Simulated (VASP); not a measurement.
Crystal: KCaF3.

```
K Ca F
1.0
     4.48173    0.00000    0.00000
     0.00000    4.48173    0.00000
     0.00000    0.00000    4.48173
K Ca F
1 1 3
Direct
  0.50000 0.50000 0.50000
  0.00000 0.00000 0.00000
  0.00000 0.50000 0.00000
  0.00000 0.00000 0.50000
  0.50000 0.00000 0.00000
```

* Program: VASP 6.6.1
* Task: relaxation of cell and atoms
* Functional: LDA
* Potentials or basis: VASP PAW LDA potentials, release 64 (K_sv, Ca_sv, F)
* Cutoff: 600 eV
* k mesh: 6 × 6 × 6
* Occupations: fermi-dirac, width 0.02 eV
* Spin: no spin polarisation

At the start: pressure -5.2 GPa; volume 18.00 Å³/atom.

Task: Where does the relaxation end?

Result: Over 3 steps the energy falls by 32.3 meV/atom and the volume is 16.21 Å³/atom (-10.0 %); space group Pm-3m (No. 221, to 0.1 Å) before and after.

The path:
| step | energy change (eV) | largest force (eV/Å) | pressure (GPa) | volume (Å³) |
| --- | --- | --- | --- | --- |
| 1 | 0.0000 | 0.0000 | -5.18 | 90.02 |
| 2 | -0.1553 | 0.0000 | -1.21 | 82.64 |
| 3 | -0.1617 | 0.0000 | -0.05 | 81.06 |

Final structure:
```
K Ca F
1.0
     4.32783    0.00000    0.00000
     0.00000    4.32783    0.00000
     0.00000    0.00000    4.32783
K Ca F
1 1 3
Cartesian
  2.1639 2.1639 2.1639
  0.0000 0.0000 0.0000
  0.0000 2.1639 0.0000
  0.0000 0.0000 2.1639
  2.1639 0.0000 0.0000
```
